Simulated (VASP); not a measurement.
Wanted: the native input for a VASP 6.6.1 run.

* Task: single point
* Functional: HSE06
* Potentials or basis: VASP PAW PBE potentials, release 64 (Na_pv, Cl)
* Cutoff: 520 eV
* k mesh: 6 × 6 × 4
* Occupations: gaussian, width 0.01 eV
* Spin: no spin polarisation
* Dipole correction: no
* Grid for exact exchange (PRECFOCK): Normal
* Further INCAR settings: ALGO = Normal; EDIFF = 1e-06; NBANDS = 22
* Share of exact exchange: 0.25
* Screening parameter: 0.2079 1/Å

The system is NaCl.

```
Na Cl
1.0
     4.83910    0.00000    0.00000
    -2.41955    4.08857    0.00000
     0.00000    0.00000    5.56948
Na Cl
2 2
Direct
  0.33223 0.66446 0.93750
  0.66777 0.33554 0.43750
  0.33068 0.66136 0.43750
  0.66932 0.33864 0.93750
```

This cell differs from its parent crystal: uniaxial x strain +2.5%.

The input as run:

POSCAR

```
NaCl
1.0
    4.8391021842      0.0000000000      0.0000000000
   -2.4195510921      4.0885711444      0.0000000000
    0.0000000000      0.0000000000      5.5694827910
Na Cl
2 2
Direct
    0.3322277494      0.6644554989     -0.0625000000
    0.6677722506      0.3355445011      0.4375000000
    0.3306778038      0.6613556076      0.4375000000
    0.6693221962      0.3386443924      0.9375000000
```

INCAR.step1

```
SYSTEM = NaCl
PREC = Accurate ; ENCUT = 520
EDIFF = 1E-5 ; ISMEAR = 0
SIGMA = 0.01 ; LREAL = .FALSE.
LASPH = .TRUE. ; NELM = 80
ALGO = Normal ; ISIF = 2
LWAVE = .TRUE. ; LCHARG = .FALSE.
NBANDS = 22 ; GGA = PE
KPAR = 4
```

INCAR.step2

```
SYSTEM = NaCl
PREC = Accurate ; ENCUT = 520
EDIFF = 1E-6 ; ISMEAR = 0
SIGMA = 0.01 ; LREAL = .FALSE.
LASPH = .TRUE. ; NELM = 80
ALGO = Normal ; ISIF = 2
LWAVE = .FALSE. ; LCHARG = .FALSE.
GGA = PE ; LHFCALC = .TRUE.
HFSCREEN = 0.2079 ; PRECFOCK = Normal
NBANDS = 22 ; ISTART = 1
KPAR = 4
```

KPOINTS

```
regular mesh
0
G
  6 6 4
  0 0 0
```

Potentials or basis: VASP PAW PBE potentials, release 64 (Na_pv, Cl).

Launch:

```bash
$ cat potpaw_PBE.64/Na_pv/POTCAR potpaw_PBE.64/Cl/POTCAR > POTCAR
$ cp INCAR.step1 INCAR
$ mpirun -np 4 vasp_std > vasp.out
$ cp INCAR.step2 INCAR
$ mpirun -np 4 vasp_std > vasp.out
```

It gave:

```yaml
Pressure: 0.0 GPa
Largest_force: 0.003 eV/Å
Band_gap_on_the_k_mesh: 6.08 eV
```

Caveat: the cell differs from its parent crystal (uniaxial x strain +2.5%); the structure was generated, so it needn't be the stable form of NaCl; the PAW data sets were made with another functional, which shifts forces and pressure a little.

It took 21 min on 4 MPI ranks on Intel(R) Xeon(R) 6975P-C (Granite Rapids), on a shared host, peak memory 0.42 GiB a rank.
